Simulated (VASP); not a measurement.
Write the native input for VASP 6.6.1 that does the following.

| Quantity | Value |
| --- | --- |
| Task | relaxation of cell and atoms |
| Functional | PBEsol |
| Potentials or basis | VASP PAW PBE potentials, release 64 (Mg, O) |
| Cutoff | 600 eV |
| k mesh | 12 × 12 × 4 |
| Occupations | gaussian, width 0.02 eV |
| Spin | no spin polarisation |
| Dipole correction | no |
| Further INCAR settings | ALGO = Normal; EDIFF = 1e-07; IBRION = 2; EDIFFG = -0.005; NSW = 100; ISIF = 3 |

The structure of MgO lies in POSCAR:

```
MgO
1.0
    2.9818690000      0.0000000000      0.0000000000
   -1.4909350000      2.5823750000      0.0000000000
    0.0000000000      0.0000000000      7.3040580000
Mg O
3 3
Direct
    0.0000000000      0.0000000000      0.0000000000
    0.3333333300      0.6666666700      0.3333333300
    0.6666666700      0.3333333300      0.6666666700
    0.6666666700      0.3333333300      0.1666666700
    0.0000000000      0.0000000000      0.5000000000
    0.3333333300      0.6666666700      0.8333333300
```

These files were run (other wordings do the same):

INCAR

```
SYSTEM = MgO
ALGO = Normal
EDIFF = 1E-7
EDIFFG = -0.005
ENCUT = 600
GGA = PS
IBRION = 2
ISIF = 3
ISMEAR = 0
LASPH = .TRUE.
LCHARG = .FALSE.
LREAL = .FALSE.
LWAVE = .FALSE.
NELM = 80
NSW = 100
PREC = Accurate
SIGMA = 0.02
```

KPOINTS

```
k-points
0
G
  12 12 4
  0 0 0
```

Potentials or basis: VASP PAW PBE potentials, release 64 (Mg, O).

Launch:

```console
$ cat potpaw_PBE.64/Mg/POTCAR potpaw_PBE.64/O/POTCAR > POTCAR
$ mpirun -np 1 vasp_std > vasp.out
```

It gave:

```
Relaxed volume                         : 9.31 Å³/atom
Relaxed cell                           : a = 2.975 Å, b = 2.975 Å, c = 7.288 Å, α = 90.00°, β = 90.00°, γ = 120.00°
Space group after relaxing (to 0.05 Å) : Fm-3m (No. 225)
Energy gained by relaxing              : 0.2 meV/atom
Ionic steps                            : 3
Pressure after relaxing                : 0.0 GPa
Band gap on the k mesh                 : 4.67 eV
```

Caveat: the PAW data sets were made with another functional, which shifts forces and pressure a little.

It took 92 s on 1 thread of AMD EPYC 9R45 96-Core Processor (Zen 5) (shared host), peak memory 0.2 GiB.
